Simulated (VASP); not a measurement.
KI, 2 atoms in the cell. The structure is cubic, space group Fm-3m (No. 225). Conventional cell: a = 7.089 Å, b = 7.089 Å, c = 7.089 Å, α = 90.00°, β = 90.00°, γ = 90.00°. Within 4.7 Å of K (site symmetry m-3m) lie 6 I at 3.54 Å. I (site symmetry m-3m) has 6 K at 3.54 Å within 4.7 Å. 

```yaml
Program: VASP 6.6.1
Task: single point
Functional: r2SCAN
Potentials_or_basis: VASP PAW PBE potentials, release 64 (K_sv, I)
Cutoff: 520 eV
k_mesh: 4 × 4 × 4
Occupations: gaussian, width 0.01 eV
Spin: no spin polarisation
Dipole_correction: no
Further_INCAR_settings: ALGO = Normal; EDIFF = 1e-06; NBANDS = 15
```

Potentials or basis: VASP PAW PBE potentials, release 64 (K_sv, I).

Command:

```bash
$ cat potpaw_PBE.64/K_sv/POTCAR potpaw_PBE.64/I/POTCAR > POTCAR
$ cp INCAR.step1 INCAR
$ mpirun -np 1 vasp_std > vasp.out
$ cp INCAR.step2 INCAR
$ mpirun -np 1 vasp_std > vasp.out
```

Hardware: 1 thread of Intel Xeon 8259CL, on a shared host.

Question: How long does it take, and how much memory?

Answer: Run time: 2.4 min on 1 thread of Intel Xeon 8259CL (shared host), peak memory 0.26 GiB. Counts: k points 8.
